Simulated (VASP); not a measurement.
A run of VASP 6.6.1:

Contents of POSCAR:

```
GaN
1.0
    0.0000000000      2.2489448523      2.2489448523
    2.2489448523      0.0000000000      2.2489448523
    2.2489448523      2.2489448523      0.0000000000
Ga N
1 1
Direct
    0.0000000000      0.0000000000      0.0000000000
    0.2500000000      0.2500000000      0.2500000000
```

File INCAR.step1:

```
SYSTEM = GaN
  PREC = Accurate
  ENCUT = 600
  ISMEAR = 0
  SIGMA = 0.01
  LREAL = .FALSE.
  LASPH = .TRUE.
  NELM = 100
  GGA = PE
  ALGO = Normal
  EDIFF = 1E-4
  LWAVE = .TRUE.
  LCHARG = .FALSE.
```

File INCAR.step2:

```
SYSTEM = GaN
  PREC = Accurate
  ENCUT = 600
  EDIFF = 1E-6
  ISMEAR = 0
  SIGMA = 0.01
  LREAL = .FALSE.
  LASPH = .TRUE.
  NELM = 100
  ALGO = Normal
  ISIF = 3
  LWAVE = .FALSE.
  LCHARG = .FALSE.
  METAGGA = R2SCAN
  LMIXTAU = .TRUE.
  IBRION = 2
  NSW = 100
  EDIFFG = -0.002
  PSTRESS = 40.0
  ISTART = 1
```

Contents of KPOINTS:

```
Automatic mesh
0
G
  10 10 10
  0 0 0
```

Potentials or basis: VASP PAW PBE potentials, release 64 (Ga_d, N).

Launch:

```console
$ cat potpaw_PBE.64/Ga_d/POTCAR potpaw_PBE.64/N/POTCAR > POTCAR
$ cp INCAR.step1 INCAR
$ mpirun -np 1 vasp_std > vasp.out
$ cp INCAR.step2 INCAR
$ mpirun -np 1 vasp_std > vasp.out
```

Hardware: 1 thread of Intel Xeon 8259CL, on a shared host.

Problem. How long does it take, and how much memory?

Solution. It took 9.8 min on 1 thread of Intel Xeon 8259CL (shared host), peak memory 0.19 GiB. Counts: k points 47, ion steps 7.
